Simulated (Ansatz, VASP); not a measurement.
**NaCl in VASP and in Ansatz**

The input INCAR:

```
ALGO = Normal
EDIFF = 1E-6
ENCUT = 520
GGA = PS
ISIF = 2
ISMEAR = 0
LASPH = True
LCHARG = False
LREAL = False
LWAVE = False
NBANDS = 14
NELM = 80
PREC = Accurate
SIGMA = 0.02
```

Contents of KPOINTS:

```
k-points
0
Gamma
  6 6 6
```

The input POSCAR:

```
NaCl
1.0
    3.3701224151      0.0000000000      0.0000000000
    0.0000000000      3.3701224151      0.0000000000
    0.0000000000      0.0000000000      3.3701224151
Na Cl
1 1
Direct
    0.0000000000      0.0000000000      0.0000000000
    0.5000000000      0.5000000000      0.5000000000
```

Input for Ansatz:

```yaml
crystal:
  lattice:
    - [3.3701224151, 0.0, 0.0]
    - [0.0, 3.3701224151, 0.0]
    - [0.0, 0.0, 3.3701224151]
  atoms:
    - { symbol: Na, position: [0.0, 0.0, 0.0] }
    - { symbol: Cl, position: [0.5, 0.5, 0.5] }
basis:
  ecutwfc: 420
kpoints:
  mp_grid: { grid: [6, 6, 6] }
hamiltonian:
  xc: pbesol
scf:
  occupations: { method: gaussian, width: 0.02 }
output:
  forces: true
  stress: true
  eigenvalues: true
```

Alike in both runs: task single point; functional PBEsol; k mesh 6 × 6 × 6; occupations gaussian, width 0.02 eV; no spin polarisation.

```csv
,VASP,Ansatz
version,VASP 6.6.1,Ansatz 0.2.0
potentials or method,"VASP PAW PBE potentials, release 64 (Na_pv, Cl), cutoff 520 eV","scalar-relativistic, plane waves, PAW"
valence electrons in the cell,14,16
```

|  | VASP | Ansatz | Ansatz less VASP |
| --- | --- | --- | --- |
| gap on the k mesh at the Fermi level (eV) | 4.24 | 4.24 | +0.003 |
| least direct gap on the mesh (eV) | 4.84 | 4.84 | +0.003 |
| pressure (GPa) | 2.3 | 2.3 | -0.02 |

VASP's potentials were made for PBE, not for PBEsol. VASP's potentials hold 14 valence electrons a cell and Ansatz's 16, so a difference there can come from the potentials and not from the codes.
